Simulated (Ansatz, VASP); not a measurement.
**AlCu in VASP and in Ansatz**

The input INCAR:

```
  PREC = Accurate
  ENCUT = 600
  EDIFF = 1E-6
  ISMEAR = 0
  SIGMA = 0.1
  LREAL = F
  LASPH = T
  NELM = 120
  ALGO = Normal
  ISIF = 2
  LWAVE = F
  LCHARG = T
  GGA = PS
  LELF = T
  LVHAR = T
  NBANDS = 14
  GGA_COMPAT = F
```

Contents of KPOINTS:

```
Automatic mesh
0
Gamma
  14 14 14
```

POSCAR

```
AlCu
1.0
    3.0514238505      0.0000000000      0.0000000000
    0.0000000000      3.0514238505      0.0000000000
    0.0000000000      0.0000000000      3.0514238505
Al Cu
1 1
Direct
    0.0000000000      0.0000000000      0.0000000000
    0.5000000000      0.5000000000      0.5000000000
```

Input for Ansatz:

```yaml
crystal:
  lattice:
    - [3.0514238505, 0.0, 0.0]
    - [0.0, 3.0514238505, 0.0]
    - [0.0, 0.0, 3.0514238505]
  atoms:
    - { symbol: Al, position: [0.0, 0.0, 0.0] }
    - { symbol: Cu, position: [0.5, 0.5, 0.5] }
basis:
  ecutwfc: 420
kpoints:
  mp_grid: { grid: [14, 14, 14] }
hamiltonian:
  xc: pbesol
scf:
  occupations: { method: gaussian, width: 0.1 }
output:
  forces: true
  stress: true
  eigenvalues: true
```

Alike in both runs: task single point; functional PBEsol; k mesh 14 × 14 × 14; occupations gaussian, width 0.1 eV; no spin polarisation.

|  | VASP | Ansatz |
| --- | --- | --- |
| version | VASP 6.6.1 | Ansatz 0.2.0 |
| potentials or method | VASP PAW PBE potentials, release 64 (Al, Cu), cutoff 600 eV | scalar-relativistic, plane waves, PAW |
| valence electrons in the cell | 14 | 22 |

```tsv
	VASP	Ansatz	Ansatz less VASP
gap on the k mesh at the Fermi level (eV)	none	none	-
pressure (GPa)	-8.9	-9.8	-0.90
```

VASP's potentials were made for PBE, not for PBEsol. A gap of «none» marks a metal or a gap that the smearing closes. VASP's potentials hold 14 valence electrons a cell and Ansatz's 22, so a difference there can come from the potentials and not from the codes.
